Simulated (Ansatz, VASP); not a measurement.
**One calculation of Na, two programs**

```
Na
1.0
    -2.12507    2.10403    2.10403
     2.10403   -2.12507    2.10403
     2.10403    2.10403   -2.12507
Na
1
Direct
  0.00000 0.00000 0.00000
```

Change from the starting cell: equal xy, yz and zx shear strains of -1 %, crystal datasets.

Alike in both runs: task electric field gradients; functional PBEsol; k mesh 12 × 12 × 12; occupations fermi-dirac, width 0.05 eV; no spin polarisation.

|  | VASP | Ansatz |
| --- | --- | --- |
| version | VASP 6.6.1 | Ansatz 0.2.0 |
| potentials or method | VASP PAW PBE potentials, release 64 (Na_pv), cutoff 520 eV | all-electron PAW with datasets made for the crystal, scalar-relativistic |

|  | VASP | Ansatz | Ansatz less VASP |
| --- | --- | --- | --- |
| pressure (GPa) | -0.2 | -0.2 | 0.00 |
| size of Vzz on the site where it differs most (V/Å²) | 0.3 | 0.3 | +0.01 |

VASP's potentials were made for PBE, not for PBEsol. Ansatz ran all-electron here, and VASP with PAW potentials.
